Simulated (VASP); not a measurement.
SrRh6: relaxation of cell and atoms with PBE

Crystal: SrRh6.

```xyz
7
Lattice="4.6842 0.0000 0.0000 0.0000 4.6842 0.0000 0.0000 0.0000 4.6842" Properties=species:S:1:pos:R:3 pbc="T T T"
Sr    0.0000    0.0000    0.0000
Rh    2.3421    2.3421    0.9696
Rh    2.3421    2.3421    3.7146
Rh    0.9696    2.3421    2.3421
Rh    3.7146    2.3421    2.3421
Rh    2.3421    0.9696    2.3421
Rh    2.3421    3.7146    2.3421
```

* Program: VASP 6.6.1
* Task: relaxation of cell and atoms
* Functional: PBE
* Potentials or basis: VASP PAW PBE potentials, release 64 (Sr_sv, Rh_pv)
* Cutoff: 600 eV
* k mesh: 4 × 4 × 4
* Occupations: gaussian, width 0.1 eV
* Spin: no spin polarisation
* Dipole correction: no
* Further INCAR settings: ALGO = Normal; EDIFF = 1e-07; IBRION = 2; EDIFFG = -0.04; NSW = 90; ISIF = 3

```
Relaxed volume                         : 28.20 Å³/atom
Relaxed cell                           : a = 5.822 Å, b = 5.822 Å, c = 5.822 Å, α = 90.00°, β = 90.00°, γ = 90.00°
Space group after relaxing (to 0.05 Å) : Pm-3m (No. 221)
Energy gained by relaxing              : 7350.3 meV/atom
Ionic steps                            : 19
Pressure after relaxing                : -0.2 GPa
Largest force after relaxing           : 0.012 eV/Å
Band gap on the k mesh                 : zero (band 50 reaches 4.00 eV, above the bottom of band 51 at 3.86 eV)
```

Forces in eV/Å, atoms in the order of the input:
```
Sr   0.000  0.000  0.000
Rh   0.000  0.000 -0.012
Rh   0.000  0.000  0.012
Rh  -0.012  0.000  0.000
Rh   0.012  0.000  0.000
Rh   0.000 -0.012  0.000
Rh   0.000  0.012  0.000
```

Step by step:
```csv
step,energy change (eV),largest force (eV/Å),pressure (GPa),volume (Å³)
1,0.0000,37.1652,295.46,102.78
2,502.7923,0.7293,-214.64,1260.80
3,11945.6916,20761.1377,7292.58,174.29
4,430.4691,9.0658,-204.73,1215.10
5,82.6285,3.0691,-99.11,839.18
6,-36.0761,1.6213,-13.94,423.41
7,-37.5328,1.3934,-12.92,401.93
8,-44.4826,4.4484,-8.57,272.46
9,-44.2018,6.3379,-6.33,262.38
10,-44.4133,5.1981,-7.70,267.95
11,-51.0584,0.2557,-6.00,215.23
12,-51.1023,1.2734,-3.83,211.01
13,-51.1078,0.9295,-4.58,212.35
14,-51.2505,1.0899,5.90,187.09
15,-51.3893,1.1109,0.92,196.82
16,-51.3119,1.6288,0.10,195.46
17,-51.4514,0.0137,0.33,196.27
18,-51.4514,0.0085,0.32,196.26
19,-51.4519,0.0125,-0.19,197.39
```

Final structure:
```
Sr Rh
1.0
     5.82248    0.00000    0.00000
     0.00000    5.82248    0.00000
     0.00000    0.00000    5.82248
Sr Rh
1 6
Direct
  0.00000 0.00000 0.00000
  0.50000 0.50000 0.80374
  0.50000 0.50000 0.19626
  0.80374 0.50000 0.50000
  0.19626 0.50000 0.50000
  0.50000 0.80374 0.50000
  0.50000 0.19626 0.50000
```

Levels at points of the mesh, in eV from the Fermi level:
```csv
k point,band 47,band 48,band 49,band 50,band 51,band 52,band 53,band 54
"(0.00, 0.00, 0.00)",-1.22,-0.29,-0.29,0.09,1.38,1.38,1.39,1.39
"(0.50, 0.00, 0.00)",-0.49,-0.49,-0.30,-0.22,-0.05,-0.05,0.30,1.39
"(0.50, 0.50, 0.00)",-0.92,-0.49,0.03,0.03,0.19,0.19,0.46,0.49
"(0.50, 0.50, 0.50)",-0.94,-0.12,-0.12,-0.12,0.54,0.54,0.54,0.69
```

Wall time 14 min on 1 thread of Intel(R) Xeon(R) 6975P-C (Granite Rapids), with other jobs on the host, peak memory 0.29 GiB.

Caveat: the volume moved by over 15 % at a fixed basis, so the end points are rough.
